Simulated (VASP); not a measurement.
## Sn: single point with PBEsol

Crystal: Sn.

```xyz
1
Lattice="-1.8227 1.8744 2.0982 1.8227 -1.8744 2.0982 1.8227 1.8744 -2.0982" Properties=species:S:1:pos:R:3 pbc="T T T"
Sn    0.0000    0.0000    0.0000
```

This cell differs from its parent crystal: ratio of the length along z to the lengths across it x 0.85, volume and fractional coordinates fixed.

- Program: VASP 6.6.1
- Task: single point
- Functional: PBEsol
- Potentials or basis: VASP PAW PBE potentials, release 64 (Sn_d)
- Cutoff: 520 eV
- k mesh: 22 × 22 × 22
- Occupations: gaussian, width 0.15 eV
- Spin: no spin polarisation

The pressure is -3.9 GPa and the band gap on the k mesh is zero (band 7 reaches 14.47 eV, above the bottom of band 8 at 5.12 eV).

Stress tensor (GPa, compression positive):
```
-4.06  0.00  0.00
 0.00 -4.14  0.00
 0.00  0.00 -3.57
```

Levels at points of the mesh, in eV from the Fermi level:
| k point | band 3 | band 4 | band 5 | band 6 | band 7 | band 8 | band 9 | band 10 | band 11 | band 12 |
| --- | --- | --- | --- | --- | --- | --- | --- | --- | --- | --- |
| (0.00, 0.00, 0.00) | -21.41 | -21.35 | -21.31 | -10.74 | 7.15 | 7.31 | 7.66 | 11.16 | 11.44 | 12.04 |
| (0.50, 0.00, 0.00) | -21.35 | -21.32 | -21.26 | -6.69 | -4.31 | 4.18 | 6.07 | 8.55 | 9.06 | 12.03 |
| (0.00, 0.50, 0.00) | -21.35 | -21.31 | -21.26 | -6.49 | -4.24 | 3.82 | 5.59 | 8.12 | 8.57 | 12.22 |
| (0.50, 0.50, 0.00) | -21.31 | -21.30 | -21.24 | -5.88 | -3.93 | 2.62 | 3.91 | 6.57 | 6.93 | 16.47 |
| (0.50, 0.50, 0.50) | -21.28 | -21.26 | -21.25 | -3.21 | -1.77 | 0.09 | 0.64 | 3.72 | 4.51 | 18.18 |

It took 13 min on 1 thread of Intel(R) Xeon(R) Platinum 8259CL CPU @ 2.50GHz (Skylake/Cascade Lake), with other jobs on the host, peak memory 0.59 GiB.

Caveat: the PAW data sets were made with another functional, which shifts forces and pressure a little; spin-orbit coupling is left out, which moves the levels of the heavy elements.
